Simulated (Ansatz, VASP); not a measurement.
**Two plane-wave programs on KCl**

INCAR

```
ALGO = Normal
EDIFF = 1E-6
ENCUT = 500
GGA = PS
GGA_COMPAT = False
ISIF = 2
ISMEAR = 0
LASPH = True
LCHARG = False
LREAL = False
LWAVE = False
NBANDS = 15
NELM = 120
PREC = Accurate
SIGMA = 0.05
```

KPOINTS

```
k-points
0
Gamma
  8 8 8
```

POSCAR

```
KCl
1.0
    0.0000000000      3.0795407030      3.0795407030
    3.0795407030      0.0000000000      3.0795407030
    3.0795407030      3.0795407030      0.0000000000
K Cl
1 1
Direct
    0.0000000000      0.0000000000      0.0000000000
    0.5000000000      0.5000000000      0.5000000000
```

Input for Ansatz:

```yaml
crystal:
  lattice:
    - [0.0, 3.079540703, 3.079540703]
    - [3.079540703, 0.0, 3.079540703]
    - [3.079540703, 3.079540703, 0.0]
  atoms:
    - { symbol: K, position: [0.0, 0.0, 0.0] }
    - { symbol: Cl, position: [0.5, 0.5, 0.5] }
basis:
  ecutwfc: 420
  ecutrho_ratio: 4
kpoints:
  mp_grid: { grid: [8, 8, 8] }
hamiltonian:
  xc: pbesol
scf:
  occupations: { method: gaussian, width: 0.05 }
output:
  forces: true
  stress: true
  eigenvalues: true
```

Alike in both runs: task single point; functional PBEsol; k mesh 8 × 8 × 8; occupations gaussian, width 0.05 eV; no spin polarisation.

```csv
,VASP,Ansatz
version,VASP 6.6.1,Ansatz 0.2.0
potentials or method,"VASP PAW PBE potentials, release 64 (K_sv, Cl), cutoff 500 eV","scalar-relativistic, plane waves, PAW"
valence electrons in the cell,16,16
```

Ansatz gave:

| Property | Result |
| --- | --- |
| gap on the k mesh at the Fermi level (eV) | 5.24 |
| least direct gap on the mesh (eV) | 5.24 |
| pressure (GPa) | 0.8 |

Task: Which values does VASP return?

Result: gap on the k mesh at the Fermi level (eV): 5.23; least direct gap on the mesh (eV): 5.23; pressure (GPa): 0.9.

VASP's potentials were made for PBE, not for PBEsol.
